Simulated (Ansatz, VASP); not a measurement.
## One calculation of YSe, two programs

```
Y Se
1.0
     0.00000    2.87500    2.87500
     2.87500    0.00000    2.87500
     2.87500    2.87500    0.00000
Y Se
1 1
Direct
  0.00000 0.00000 0.00000
  0.50000 0.50000 0.50000
```

Alike in both runs: task single point; functional LDA; k mesh 14 × 14 × 14; occupations gaussian, width 0.15 eV; no spin polarisation.

|  | VASP | Ansatz |
| --- | --- | --- |
| version | VASP 6.6.1 | Ansatz 0.2.0 |
| potentials or method | VASP PAW LDA potentials, release 64 (Y_sv, Se), cutoff 520 eV | scalar-relativistic, plane waves, PAW |
| valence electrons in the cell | 17 | 27 |

```tsv
	VASP	Ansatz	Ansatz less VASP
gap on the k mesh at the Fermi level (eV)	none	none	-
pressure (GPa)	-4.5	-4.7	-0.16
```

LDA's correlation is that of Perdew and Zunger in VASP and of Perdew and Wang (1992) in Ansatz. A gap of «none» marks a metal or a gap that the smearing closes. VASP's potentials hold 17 valence electrons a cell and Ansatz's 27, so a difference there can come from the potentials and not from the codes.
